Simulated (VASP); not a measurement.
Runs of VASP 6.6.1 on AlNi. The structure is that of space group Pm-3m (No. 221), or close to it. The cells are those of the table. 

```csv
cell,gap on the mesh (eV),pressure (GPa)
"a = 2.774, b = 2.774, c = 2.956 Å, 2 atoms",none,(a)
"a = 2.774, b = 2.774, c = 2.827 Å, 2 atoms",none,15.5
"a = 2.774, b = 2.774, c = 2.784 Å, 2 atoms",none,19.3
"a = 2.860, b = 2.860, c = 2.784 Å, 2 atoms",none,5.5
```

Alike in all rows: task single point; level r2SCAN; potentials or basis VASP PAW PBE potentials, release 64 (Al, Ni); no spin polarisation; k mesh 20 × 20 × 20; cutoff (eV) 520; smearing gaussian 0.15 eV.

Task: Fill in the values left out.

Result: (a) 5.9.

Caveats: the cell stands under pressure; the PAW data sets were made with another functional, which shifts forces and pressure a little.

A gap of «none» marks levels without a gap at the run's occupations.
